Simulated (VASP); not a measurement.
# AlIn2B2As in VASP: single point with PBE

Aim: the single point of AlIn2B2As with PBE.

Everything below comes from runs of VASP 6.6.1. Logs are shortened: lines on timing, memory, paths and dates and some standing lists are left out, and cuts for length are marked.

## 1. The cell of the first run

The typed cell holds 6 atoms: a = 3.723 Å, b = 3.723 Å, c = 8.368 Å, α = 90.00°, β = 90.00°, γ = 98.09°.

The cell was built from a structure type or drawn by symmetry, and may not be a known phase.

## 2. Single point, PBE

INCAR

```
SYSTEM = AlIn2B2As
  ALGO = Normal
  EDIFF = 1E-6
  ENCUT = 520
  GGA = PE
  ISIF = 2
  ISMEAR = 0
  LASPH = .True.
  LCHARG = .False.
  LREAL = .False.
  LWAVE = .False.
  NBANDS = 29
  NELM = 100
  PREC = Accurate
  SIGMA = 0.2
```

KPOINTS

```
k-points
0
Gamma
  5 5 2
  0 0 0
```

POSCAR

```
AlIn2B2As
1.0
    2.4404203985     -2.8116238759      0.0013692708
    2.4404203985      2.8116238759      0.0013692708
   -0.0051824317      0.0000000000      8.3684296937
Al In B As
1 2 2 1
Direct
    0.5000000000      0.5000000000      0.5000000000
    1.0000441919      1.0000441919      0.3016880812
   -0.0000441919     -0.0000441919      0.6983119188
    0.8610775689      0.1389224311      0.0000000000
    0.1389224311      0.8610775689      0.0000000000
    0.5000000000      0.5000000000      0.0000000000
```

Potentials or basis: VASP PAW PBE potentials, release 64 (Al, In_d, B, As).

Command:

```
cat potpaw_PBE.64/Al/POTCAR potpaw_PBE.64/In_d/POTCAR potpaw_PBE.64/B/POTCAR potpaw_PBE.64/As/POTCAR > POTCAR
mpirun -np 1 vasp_std > vasp.out
```

OUTCAR:

```text
SYSTEM = AlIn2B2As
   EDIFF = 1E-6
   ENCUT = 520
   GGA = PE
   ISIF = 2
   ISMEAR = 0
   LASPH = .True.
   LREAL = .False.
   NELM = 100
   PREC = Accurate

 ion  position               nearest neighbor table
   1  0.500  0.500  0.500-   2 2.95   3 2.95   2 2.95   3 2.95   2 3.26   3 3.26   3 3.26   2 3.26

   2  0.000  0.000  0.302-   4 2.64   5 2.64   1 2.95   1 2.95   1 3.26   1 3.26   3 3.32
   3  1.000  1.000  0.698-   4 2.64   5 2.64   1 2.95   1 2.95   1 3.26   1 3.26   2 3.32
   4  0.861  0.139  0.000-   5 1.56   6 2.03   2 2.64   3 2.64
   5  0.139  0.861  0.000-   4 1.56   6 2.03   2 2.64   3 2.64
   6  0.500  0.500  0.000-   4 2.03   5 2.03

  LATTYP: Found a base centered monoclinic cell.
 ALAT       =     4.8808415653
 B/A-ratio  =     1.1521061843
 C/A-ratio  =     1.7145468023
 COS(beta)  =    -0.0000582037

  Lattice vectors:

 A1 = (   2.4404203985,  -2.8116238759,   0.0013692708)
 A2 = (   2.4404203985,   2.8116238759,   0.0013692708)
 A3 = (  -0.0051824317,   0.0000000000,   8.3684296937)

Analysis of symmetry for initial positions (statically):
=====================================================================
 Subroutine PRICEL returns:
 Original cell was already a primitive cell.

 Routine SETGRP: Setting up the symmetry group for a
 base centered monoclinic supercell.

 Subroutine GETGRP returns: Found  4 space group operations
 (whereof  4 operations were pure point group operations)
 out of a pool of  4 trial point group operations.

The static configuration has the point symmetry C_2h.

Analysis of symmetry for dynamics (positions and initial velocities):
=====================================================================
 Subroutine PRICEL returns:
 Original cell was already a primitive cell.

 Routine SETGRP: Setting up the symmetry group for a
 base centered monoclinic supercell.

 Subroutine GETGRP returns: Found  4 space group operations
 (whereof  4 operations were pure point group operations)
 out of a pool of  4 trial point group operations.

The dynamic configuration has the point symmetry C_2h.

 Subroutine INISYM returns: Found  4 space group operations
 (whereof  4 operations are pure point group operations),
 and found     1 'primitive' translations

----------------------------------------------------------------------------------------

                                     Primitive cell

  volume of cell :     114.8407

  direct lattice vectors                    reciprocal lattice vectors
     2.440420399 -2.811623876  0.001369271     0.204882661 -0.177833175  0.000126880
     2.440420399  2.811623876  0.001369271     0.204882661  0.177833175  0.000126880
    -0.005182432  0.000000000  8.368429694    -0.000067047  0.000000000  0.119496690

  length of vectors
     3.723020604  3.723020604  8.368431298     0.271296073  0.271296073  0.119496709

  position of ions in fractional coordinates (direct lattice)
     0.500000000  0.500000000  0.500000000
     0.000044192  0.000044192  0.301688081
     0.999955808  0.999955808  0.698311919
     0.861077569  0.138922431  0.000000000
     0.138922431  0.861077569  0.000000000
     0.500000000  0.500000000  0.000000000

  ion indices of the primitive-cell ions
   primitive index   ion index
                 1           1
                 2           2
                 3           3
                 4           4
                 5           5
                 6           6

----------------------------------------------------------------------------------------

 KPOINTS: k-points

Automatic generation of k-mesh.
 Grid dimensions read from file:
 generate k-points for:    5    5    2

 Generating k-lattice:

  Cartesian coordinates                     Fractional coordinates (reciprocal lattice)
     0.040976532 -0.035566635  0.000025376     0.200000000  0.000000000  0.000000000
     0.040976532  0.035566635  0.000025376     0.000000000  0.200000000  0.000000000
    -0.000033524  0.000000000  0.059748345     0.000000000  0.000000000  0.500000000

  Length of vectors
     0.054259215  0.054259215  0.059748355

  Shift w.r.t. Gamma in fractional coordinates (k-lattice)
     0.000000000  0.000000000  0.000000000

 Subroutine IBZKPT returns following result:
 ===========================================

 Found     18 irreducible k-points:

 Following reciprocal coordinates:
            Coordinates               Weight
  0.000000  0.000000  0.000000      1.000000
  0.200000 -0.000000  0.000000      4.000000
  0.400000 -0.000000  0.000000      4.000000
  0.200000  0.200000  0.000000      2.000000
  0.400000  0.200000  0.000000      4.000000
 -0.400000  0.200000 -0.000000      4.000000
[... 10 lines left out ...]
  0.400000  0.400000  0.500000      2.000000
 -0.400000  0.400000  0.500000      2.000000
   k-points           NKPTS =     18   k-points in BZ     NKDIM =     18   number of bands    NBANDS=     29
   number of dos      NEDOS =    301   number of ions     NIONS =      6
   total plane-waves  NPLWV =  50176
   dimension x,y,z NGX =    28 NGY =   28 NGZ =   64
   dimension x,y,z NGXF=    56 NGYF=   56 NGZF=  128
   ions per type =               1   2   2   1
   NGX,Y,Z   is equivalent  to a cutoff of  12.50, 12.50, 12.71 a.u.
   NGXF,Y,Z  is equivalent  to a cutoff of  25.01, 25.01, 25.43 a.u.
 SYSTEM =  AlIn2B2As
   PREC   = accura    normal or accurate (medium, high low for compatibility)
   ISTART =      0    job   : 0-new  1-cont  2-samecut
   ICHARG =      2    charge: 1-file 2-atom 10-const
   ISPIN  =      1    spin polarized calculation?
   LNONCOLLINEAR =      F non collinear calculations
   LSORBIT =      F    spin-orbit coupling
   LASPH  =      T    aspherical Exc in radial PAW
   ENCUT  =  520.0 eV  38.22 Ry    6.18 a.u.   6.92  6.92 15.56*2*pi/ulx,y,z
   NELM   =    100;   NELMIN=  2; NELMDL= -5     # of ELM steps
   EDIFF  = 0.1E-05   stopping-criterion for ELM
   LREAL  =      F    real-space projection
   EDIFFG = 0.1E-04   stopping-criterion for IOM
   NSW    =      0    number of steps for IOM
   IBRION =     -1    ionic relax: 0-MD 1-quasi-New 2-CG
   NFREE  =      0    steps in history (QN), initial steepest desc. (CG)
   ISIF   =      2    stress and relaxation
   ISYM   =      2    0-nonsym 1-usesym 2-fastsym
   POTIM  = 0.5000    time-step for ionic-motion
   TEBEG  =    0.0;   TEEND  =   0.0 temperature during run
   PSTRESS=    0.0 pullay stress
   NELECT =      40.0000    total number of electrons
   NUPDOWN=      -1.0000    fix difference up-down
   EMIN   =  10.00;   EMAX   =-10.00  energy-range for DOS
   EFERMI =   0.00;   METHOD = LEGACY
   ISMEAR =     0;   SIGMA  =   0.20  broadening in eV -4-tet -1-fermi 0-gaus
   EFERMI_NEDOS =   21; number of points for ismear=-14 and -15
   IALGO  =     38    algorithm
   IMIX   =      4    mixing-type and parameters
     AMIX     =   0.40;   BMIX     =  1.00
     AMIX_MAG =   1.60;   BMIX_MAG =  1.00
  volume/ion in A,a.u.               =      19.14       129.16
  Fermi-wavevector in a.u.,A,eV,Ry     =   1.151851  2.176682 18.051664  1.326760
  Thomas-Fermi vector in A             =   2.288506
   LORBIT       =      0    0 simple, 1 ext, 2 COOP (PROOUT), +10 PAW based schemes
   GGA     = PE    functional components
   LHFCALC =     F    Hartree Fock is set to
   AEXX    =    0.0000 exact exchange contribution
   IVDW    =     0    specifies the selected vdW correction
   LEPSILON=     F    determine dielectric tensor
   LRPA    =     F    only Hartree local field effects (RPA)
 non-spin polarized calculation
 Gauss-broadening in eV      SIGMA  =   0.20
  energy-cutoff  :      520.00
  volume of cell :      114.84
 maximum number of plane-waves:      3118
   NGX = 13   NGY = 13   NGZ = 31

 number of electron      40.0000007 magnetization

 Free energy of the ion-electron system (eV)
  ---------------------------------------------------
  ext. energy  EPLUGINS =         0.00000000
  ---------------------------------------------------
  free energy    TOTEN  =       -22.29741625 eV

  energy without entropy =      -22.25913728  energy(sigma->0) =      -22.27827677

 E-fermi :   6.1042     XC(G=0): -10.0277

 val. band max:        6.0278430897   @ k =   0.4000   0.4000   0.5000
 cond. band min:       6.1432842671   @ k =  -0.4000   0.2000  -0.0000
 fundamental gap:      0.1154411774
 Fermi energy:         6.1042343444

 k-point     1 :       0.0000    0.0000    0.0000
  band No.  band energies     occupation
      1      -8.6165      2.00000
      2      -8.3776      2.00000
      3      -8.3638      2.00000
      4      -8.3361      2.00000
      5      -8.3098      2.00000
      6      -8.2959      2.00000
[... 21 lines left out ...]
     28      11.0758      0.00000
     29      11.2553      0.00000

 k-point     2 :       0.2000   -0.0000    0.0000
  band No.  band energies     occupation
      1      -8.5534      2.00000
      2      -8.3681      2.00000
      3      -8.3456      2.00000
      4      -8.3405      2.00000
      5      -8.3167      2.00000
      6      -8.2786      2.00000
[... 21 lines left out ...]
     28      11.7060      0.00000
     29      12.2317      0.00000

 k-point     3 :       0.4000   -0.0000    0.0000
  band No.  band energies     occupation
      1      -8.4829      2.00000
      2      -8.4193      2.00000
      3      -8.3247      2.00000
      4      -8.3160      2.00000
      5      -8.3120      2.00000
      6      -8.2979      2.00000
[... 21 lines left out ...]
     28      11.1080      0.00000
     29      12.3778      0.00000

 k-point     4 :       0.2000    0.2000    0.0000
  band No.  band energies     occupation
      1      -8.5046      2.00000
      2      -8.3779      2.00000
      3      -8.3362      2.00000
      4      -8.3157      2.00000
      5      -8.3055      2.00000
      6      -8.2866      2.00000
[... 405 lines left out ...]
     28      11.1713      0.00000
     29      11.2240      0.00000

 k-point    17 :       0.4000    0.4000    0.5000
  band No.  band energies     occupation
      1      -8.3969      2.00000
      2      -8.3801      2.00000
      3      -8.3684      2.00000
      4      -8.3519      2.00000
      5      -8.3429      2.00000
      6      -8.3030      2.00000
[... 21 lines left out ...]
     28      12.7925      0.00000
     29      12.9423      0.00000

 k-point    18 :      -0.4000    0.4000    0.5000
  band No.  band energies     occupation
      1      -8.3986      2.00000
      2      -8.3744      2.00000
      3      -8.3702      2.00000
      4      -8.3556      2.00000
      5      -8.3451      2.00000
      6      -8.3079      2.00000
[... 21 lines left out ...]
     28      11.3636      0.00000
     29      12.4491      0.00000

------------------------ aborting loop because EDIFF is reached ----------------------------------------

  FORCE on cell =-STRESS in cart. coord.  units (eV):
  Direction    XX          YY          ZZ          XY          YZ          ZX
  --------------------------------------------------------------------------------------
  -------------------------------------------------------------------------------------
  Total        0.2571178      0.3579168      0.1343435      0.0000000      0.0000000      0.0021660
  in kB        3.5871272      4.9934039      1.8742659      0.0000000      0.0000000      0.0302185
  external PRESSURE =       3.4849323 kB  Pullay stress =       0.0000000 kB

 VOLUME and BASIS-vectors are now :
 -----------------------------------------------------------------------------
  energy-cutoff  :      520.00
  volume of cell :      114.84
      direct lattice vectors                 reciprocal lattice vectors
     2.440420399 -2.811623876  0.001369271     0.204882661 -0.177833175  0.000126880
     2.440420399  2.811623876  0.001369271     0.204882661  0.177833175  0.000126880
    -0.005182432  0.000000000  8.368429694    -0.000067047  0.000000000  0.119496690

 POSITION                                       TOTAL-FORCE (eV/Angst)
 -----------------------------------------------------------------------------------
      2.43783      0.00000      4.18558        -0.000000     -0.000000      0.000000
     -0.00135      0.00000      2.52466        -0.000458     -0.000000      0.059776
      4.87701      0.00000      5.84651         0.000458     -0.000000     -0.059776
      2.44042     -2.03043      0.00137         0.000000     -0.042010      0.000000
      2.44042      2.03043      0.00137         0.000000      0.042010     -0.000000
      2.44042      0.00000      0.00137        -0.000000     -0.000000      0.000000
 -----------------------------------------------------------------------------------
    total drift:                                0.000000      0.000000     -0.000000

  FREE ENERGIE OF THE ION-ELECTRON SYSTEM (eV)
  ---------------------------------------------------
  free  energy   TOTEN  =       -22.2974162537 eV

  energy  without entropy=      -22.2591372810  energy(sigma->0) =      -22.27827677
```

It took 1.8 min on 1 thread of Intel Xeon 8259CL, shared host; peak memory 0.25 GiB.

What came out:

```yaml
Free_energy: -22.2974 eV
Pressure: 0.3 GPa
Largest_force: 0.060 eV/Å
Band_gap_on_the_k_mesh: zero (bands 20 and 21 overlap by 2.31 eV)
```

Forces on the atoms (eV/Å):
```
Al   0.000  0.000  0.000
In   0.000  0.000  0.060
In   0.000  0.000 -0.060
B    0.000 -0.042  0.000
B    0.000  0.042  0.000
As   0.000  0.000  0.000
```

Stress tensor (GPa, compression positive):
```
0.36 0.00 0.00
0.00 0.50 0.00
0.00 0.00 0.19
```

Levels at points of the mesh, in eV from the Fermi level:
```
           k point  band 16  band 17  band 18  band 19  band 20  band 21  band 22  band 23  band 24  band 25
(0.00, 0.00, 0.00)    -3.31    -2.78    -1.02    -0.81     1.50     1.57     1.60     2.57     2.64     3.45
(0.00, 0.00, 0.50)    -5.18    -3.30    -0.81     1.13     1.36     1.44     1.91     2.42     3.21     3.99
```

Caveat: the k points lie up to 0.38 Å⁻¹ apart, too coarse for converged energies and pressures of a metal; spin-orbit coupling is left out, which moves the levels of the heavy elements.
